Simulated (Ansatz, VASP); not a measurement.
## One calculation of LiF, two programs

INCAR

```
SYSTEM = LiF
PREC     = Accurate       ! precision mode
ENCUT    = 520            ! plane-wave cutoff, eV
EDIFF    = 1E-6           ! SCF threshold, eV
ISMEAR   = 0              ! smearing method
SIGMA    = 0.05           ! smearing width, eV
LREAL    = .FALSE.        ! projectors in reciprocal space
LASPH    = .TRUE.         ! aspherical terms in the spheres
NELM     = 60             ! most SCF steps
ALGO     = Normal         ! electronic algorithm
ISIF     = 2              ! what is computed and relaxed
LWAVE    = .FALSE.        ! write WAVECAR
LCHARG   = .FALSE.        ! write CHGCAR
GGA      = PS             ! functional
NBANDS   = 18             ! bands
```

The input KPOINTS:

```
regular mesh
0
G
  9 9 6
  0 0 0
```

POSCAR

```
LiF
1.0
    2.8160646321      0.0000000000      0.0000000000
   -1.4080323160      2.4387835101      0.0000000000
    0.0000000000      0.0000000000      4.4227386044
Li F
2 2
Direct
    0.3333333333      0.6666666667      0.3811542600
    0.6666666667      0.3333333333      0.8811542600
    0.3333333333      0.6666666667      0.9938437400
    0.6666666667      0.3333333333      0.4938437400
```

Input for Ansatz:

```yaml
crystal:
  lattice:
    - [2.8160646321, 0.0, 0.0]
    - [-1.408032316, 2.4387835101, 0.0]
    - [0.0, 0.0, 4.4227386044]
  atoms:
    - { symbol: Li, position: [0.3333333333, 0.6666666667, 0.38115426] }
    - { symbol: Li, position: [0.6666666667, 0.3333333333, 0.88115426] }
    - { symbol: F, position: [0.3333333333, 0.6666666667, 0.99384374] }
    - { symbol: F, position: [0.6666666667, 0.3333333333, 0.49384374] }
basis:
  ecutwfc: 420
kpoints:
  mp_grid: { grid: [9, 9, 6] }
hamiltonian:
  xc: pbesol
scf:
  occupations: { method: gaussian, width: 0.05 }
output:
  forces: true
  stress: true
  eigenvalues: true
```

Change from the starting cell: strain -0.080 along x and y, -0.080 along z, atoms carried along.

Alike in both runs: task single point; functional PBEsol; k mesh 9 × 9 × 6; occupations gaussian, width 0.05 eV; no spin polarisation.

```csv
,VASP,Ansatz
version,VASP 6.6.1,Ansatz 0.2.0
potentials or method,"VASP PAW PBE potentials, release 64 (Li_sv, F), cutoff 520 eV","scalar-relativistic, plane waves, PAW"
valence electrons in the cell,20,20
```

VASP gave:

* gap on the k mesh at the Fermi level (eV): 9.22
* least direct gap on the mesh (eV): 9.22
* rms of the force components (eV/Å): 0.025

What did Ansatz give for the same quantities?

gap on the k mesh at the Fermi level (eV): 9.24; least direct gap on the mesh (eV): 9.24; rms of the force components (eV/Å): 0.023.

VASP's potentials were made for PBE, not for PBEsol. Atom by atom the forces differ by 0.002 eV/Å (rms over components).

Noted on VASP's run: the cutoff is short for stress, so the pressure is rough.
